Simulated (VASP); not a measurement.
Write the native input for VASP 6.6.1 that does the following.

| Property | Result |
| --- | --- |
| Task | single point |
| Functional | PBE |
| Potentials or basis | VASP PAW PBE potentials, release 64 (Bi_d) |
| Cutoff | 520 eV |
| k mesh | 14 × 14 × 13 |
| Occupations | fermi-dirac, width 0.1 eV |
| Spin | no spin polarisation |
| Dipole correction | no |
| Further INCAR settings | ALGO = Normal; EDIFF = 1e-06; NBANDS = 14 |

The structure of Bi lies in POSCAR:

```
Bi
1.0
    2.8286110764      0.0000000000      0.0000000000
   -1.4143055382      2.4496490496      0.0000000000
    0.0000000000      0.0000000000      2.6815725394
Bi
1
Direct
    0.0000000000      0.0000000000      0.0000000000
```

This isn't the form of Bi at room conditions, which is rhombohedral.

One way to write it, as run:

INCAR

```
PREC = Accurate
ENCUT = 520
EDIFF = 1E-6
ISMEAR = -1
SIGMA = 0.1
LREAL = F
LASPH = T
NELM = 60
ALGO = Normal
ISIF = 2
LWAVE = F
LCHARG = F
GGA = PE
NBANDS = 14
```

KPOINTS

```
Automatic mesh
0
Gamma
  14 14 13
```

Potentials or basis: VASP PAW PBE potentials, release 64 (Bi_d).

Command:

```bash
$ cat potpaw_PBE.64/Bi_d/POTCAR > POTCAR
$ mpirun -np 1 vasp_std > vasp.out
```

Results of the run:

```
Pressure               : 116.7 GPa
Band gap on the k mesh : zero (an odd number of electrons rules out a gap without spin polarisation)
```

Caveat: the cell stands under pressure; spin-orbit coupling is left out, which moves the levels of the heavy elements.

Wall time 32 s on 1 thread of Intel Xeon 8259CL (shared host), peak memory 0.16 GiB.
